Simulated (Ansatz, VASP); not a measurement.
**Two plane-wave programs on CdTe**

```
Cd Te
1.0
     3.12541   -3.15530    0.00000
     3.12541    3.15530    0.00000
     0.00000    0.00000    6.21011
Cd Te
2 2
Direct
  0.27703 0.72297 0.75000
  0.72297 0.27703 0.25000
  0.76614 0.23386 0.75000
  0.23386 0.76614 0.25000
```

Alike in both runs: task single point; functional LDA; k mesh 6 × 6 × 4; occupations fermi-dirac, width 0.1 eV; no spin polarisation.

|  | VASP | Ansatz |
| --- | --- | --- |
| version | VASP 6.6.1 | Ansatz 0.2.0 |
| potentials or method | VASP PAW LDA potentials, release 64 (Cd, Te), cutoff 500 eV | plane waves, PAW |
| valence electrons in the cell | 36 | 72 |

Ansatz gave:

```
pressure (GPa)                                                : -6.6
traceless stress, the component that is largest in VASP (GPa) : 0.07
```

**Question.** What did VASP give for the same quantities?

**Answer.** Pressure (GPa): -6.4; traceless stress, the component that is largest in VASP (GPa): 0.06.

LDA's correlation is that of Perdew and Zunger in VASP and of Perdew and Wang (1992) in Ansatz. VASP's potentials hold 36 valence electrons a cell and Ansatz's 72, so a difference there can come from the potentials and not from the codes.

Spin-orbit coupling is off throughout.
